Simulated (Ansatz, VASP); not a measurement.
**One calculation of H2Se, two programs**

```xyz
6
Lattice="5.9391 0.0000 0.0000 0.0000 5.9391 0.0000 0.0000 0.0000 2.9177" Properties=species:S:1:pos:R:3 pbc="T T T"
H     2.2697    2.2697    0.0000
H     0.6998    5.2392    1.4589
H     3.6694    3.6694    0.0000
H     5.2392    0.6998    1.4589
Se    0.0000    0.0000    0.0000
Se    2.9695    2.9695    1.4589
```

Alike in both runs: task relaxation of cell and atoms; functional PBE; k mesh 6 × 6 × 12; occupations gaussian, width 0.1 eV; no spin polarisation.

|  | VASP | Ansatz |
| --- | --- | --- |
| version | VASP 6.6.1 | Ansatz 0.2.0 |
| potentials or method | VASP PAW PBE potentials, release 64 (H, Se), cutoff 600 eV | scalar-relativistic, plane waves, PAW |
| valence electrons in the cell | 16 | 36 |

|  | VASP | Ansatz | Ansatz less VASP |
| --- | --- | --- | --- |
| gap on the k mesh at the Fermi level, each at its own relaxed structure (eV) | none | none | - |
| relaxed volume (Å³/atom) | 13.99 | 14.13 | +0.141 |
| relaxed cell length with the largest relative difference (Å) | 5.272 | 5.299 | +0.0272 |

A gap of «none» marks a metal or a gap that the smearing closes. VASP's potentials hold 16 valence electrons a cell and Ansatz's 36, so a difference there can come from the potentials and not from the codes.

Noted on VASP's run: the volume moved by over 15 % at a fixed basis, so the end points are rough.
